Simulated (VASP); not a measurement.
# Al: single point with PBE

The system is Al.

```
Al
1.0
     1.67258    0.96566    7.84987
    -1.67258    0.96566    7.84987
     0.00000   -1.93133    7.84987
Al
3
Direct
  0.00000 0.00000 0.00000
  0.21945 0.21945 0.21945
  0.78055 0.78055 0.78055
```

This cell differs from its parent crystal: Tl replaced by Al, lengths x 0.901, strained.

| Property | Result |
| --- | --- |
| Program | VASP 6.6.1 |
| Task | single point |
| Functional | PBE |
| Potentials or basis | VASP PAW PBE potentials, release 64 (Al) |
| Cutoff | 500 eV |
| k mesh | 15 × 15 × 15 |
| Occupations | gaussian, width 0.1 eV |
| Spin | no spin polarisation |
| Dipole correction | no |
| Further INCAR settings | ALGO = Normal; EDIFF = 1e-06; NBANDS = 12 |

* Pressure: -11.2 GPa
* Largest force: 0.069 eV/Å

Forces on the atoms (eV/Å):
```
Al   0.000  0.000  0.000
Al   0.000  0.000  0.069
Al   0.000  0.000 -0.069
```

Stress tensor (GPa, compression positive):
```
-11.46   0.00   0.00
  0.00 -11.46   0.00
  0.00   0.00 -10.82
```

Levels at points of the mesh, in eV from the Fermi level:
| k point | band 1 | band 2 | band 3 | band 4 | band 5 | band 6 | band 7 | band 8 | band 9 |
| --- | --- | --- | --- | --- | --- | --- | --- | --- | --- |
| (0.00, 0.00, 0.00) | -8.50 | -6.23 | -5.97 | 0.79 | 0.96 | 7.13 | 7.13 | 7.55 | 7.55 |

Wall time 27 min on 1 thread of AMD EPYC 7R13 Processor (Zen 3), with other jobs on the host, peak memory 0.57 GiB.

Caveat: the cell differs from its parent crystal (Tl replaced by Al, lengths x 0.901, strained).
